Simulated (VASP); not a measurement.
A run of VASP 6.6.1 is set up as follows.

POSCAR

```
NiO2
1.0
    2.8544815884      0.0000000000      0.0000000000
   -1.4272407942      2.4720535702      0.0000000000
    0.0000000000      0.0000000000      4.3578917773
Ni O
1 2
Direct
    0.0000000000      0.0000000000      0.5000000000
    0.6666666667      0.3333333333      0.7038965371
    0.3333333333      0.6666666667      0.2961034629
```

File INCAR.step1:

```
SYSTEM = NiO2
ALGO = Normal
EDIFF = 1E-4
ENCUT = 520
GGA = PE
ISMEAR = 0
LASPH = .TRUE.
LCHARG = .FALSE.
LREAL = .FALSE.
LWAVE = .TRUE.
NBANDS = 18
NELM = 60
PREC = Accurate
SIGMA = 0.05
```

Contents of INCAR.step2:

```
SYSTEM = NiO2
ALGO = Normal
EDIFF = 1E-6
ENCUT = 520
ISIF = 2
ISMEAR = 0
ISTART = 1
LASPH = .TRUE.
LCHARG = .TRUE.
LELF = .TRUE.
LMIXTAU = .TRUE.
LREAL = .FALSE.
LVHAR = .TRUE.
LWAVE = .FALSE.
METAGGA = R2SCAN
NBANDS = 18
NELM = 60
PREC = Accurate
SIGMA = 0.05
```

Contents of KPOINTS:

```
k-points
0
G
  12 12 8
  0 0 0
```

Potentials or basis: VASP PAW PBE potentials, release 64 (Ni, O).

The run is started by

```bash
$ cat potpaw_PBE.64/Ni/POTCAR potpaw_PBE.64/O/POTCAR > POTCAR
$ cp INCAR.step1 INCAR
$ mpirun -np 1 vasp_std > vasp.out
$ cp INCAR.step2 INCAR
$ mpirun -np 1 vasp_std > vasp.out
```

(1) What does it give for the band gap on the k mesh?

(2) Estimate the largest force.

(3) What does it give for the pressure?

Results:

(1) 1.17 eV, indirect (least direct gap 1.35 eV).

(2) 0.453 eV/Å.

(3) -3.7 GPa.

Caveat: the PAW data sets were made with another functional, which shifts forces and pressure a little.
